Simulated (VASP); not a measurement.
## Ni: single point with PBE+D3(BJ)

Ni:

```
Ni
1.0
     0.00000    1.76194    1.76194
     1.76194    0.00000    1.76194
     1.76194    1.76194    0.00000
Ni
1
Cartesian
  0.0000 0.0000 0.0000
```

```
Program             : VASP 6.6.1
Task                : single point
Functional          : PBE
Dispersion          : D3(BJ)
Potentials or basis : VASP PAW PBE potentials, release 64 (Ni)
Cutoff              : 520 eV
k mesh              : 14 × 14 × 14
Occupations         : fermi-dirac, width 0.1 eV
Spin                : collinear spin, ferromagnetic start
Starting moments    : [1.5] μB
```

```yaml
Pressure: -7.5 GPa
Net_moment: 0.60 μB per cell
Site_moments: Ni +0.61 μB
Valence_electrons_inside_the_program's_atomic_spheres: Ni 9.30
Dispersion_energy_per_atom: -0.460 eV
```

Levels at points of the mesh, in eV from the Fermi level:
Spin up:
| k point | band 1 | band 2 | band 3 | band 4 | band 5 | band 6 | band 7 | band 8 | band 9 | band 10 |
| --- | --- | --- | --- | --- | --- | --- | --- | --- | --- | --- |
| (0.00, 0.00, 0.00) | -8.95 | -2.38 | -2.38 | -2.38 | -1.23 | -1.23 | 23.69 | 27.51 | 27.51 | 27.51 |
| (0.50, 0.00, 0.00) | -4.77 | -2.37 | -2.37 | -0.57 | -0.57 | -0.27 | 5.65 | 22.19 | 24.60 | 24.60 |
| (0.50, 0.50, 0.00) | -4.59 | -4.13 | -0.52 | -0.43 | -0.43 | 2.46 | 9.19 | 14.79 | 14.79 | 19.68 |
Spin down:
```
           k point  band 1  band 2  band 3  band 4  band 5  band 6  band 7  band 8  band 9  band 10
(0.00, 0.00, 0.00)   -8.99   -1.67   -1.67   -1.67   -0.65   -0.65   23.53   27.49   27.49    27.49
(0.50, 0.00, 0.00)   -4.37   -1.78   -1.78   -0.33    0.16    0.16    6.05   22.04   24.68    24.68
(0.50, 0.50, 0.00)   -4.26   -3.55    0.08    0.38    0.38    2.42    9.43   14.80   14.80    19.83
```

Wall time 20 s on 1 thread of Intel(R) Xeon(R) Platinum 8559C (Emerald Rapids), with other jobs on the host, peak memory 0.15 GiB.

Caveat: three body term missing; pairwise dispersion overbinds metals, which lowers pressure and volume.
